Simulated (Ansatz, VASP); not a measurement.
MnO in VASP and in Ansatz

```
CELL_PARAMETERS angstrom
0.00000 2.22200 2.22200
2.22200 0.00000 2.22200
2.22200 2.22200 0.00000
ATOMIC_POSITIONS crystal
Mn 0.00539 0.00501 0.00518
O 0.50594 0.49871 0.49991
```

Change from the starting cell: atoms moved at random, drawn with an rms of 0.05 Å.

Alike in both runs: task single point; functional PBE; k mesh 10 × 10 × 10; occupations fermi-dirac, width 0.05 eV; collinear spin.

|  | VASP | Ansatz |
| --- | --- | --- |
| version | VASP 6.6.1 | Ansatz 0.2.0 |
| potentials or method | VASP PAW PBE potentials, release 64 (Mn_pv, O) | Ansatz PAW |
| plane-wave cutoff (eV) | 520 | 420 |
| valence electrons in the cell | 19 | 21 |

|  | VASP | Ansatz | Ansatz less VASP |
| --- | --- | --- | --- |
| gap on the k mesh at the Fermi level (eV) | none | none | - |
| pressure (GPa) | 0.7 | 0.5 | -0.20 |
| traceless stress, the component that is largest in VASP (GPa) | 0.06 | 0.06 | -0.003 |
| rms of the force components (eV/Å) | 0.064 | 0.061 | -0.0030 |
| net moment per atom (μB) | 2.39 | 2.39 | 0.000 |
| size of the moment on the site where the two differ most (μB) | 4.34 | 4.04 | -0.308 |

Site moments also hang on the region over which each program counts them. Atom by atom the forces differ by 0.003 eV/Å (rms over components). A gap of «none» marks a metal or a gap that the smearing closes. VASP's potentials hold 19 valence electrons a cell and Ansatz's 21, so a difference there can come from the potentials and not from the codes.
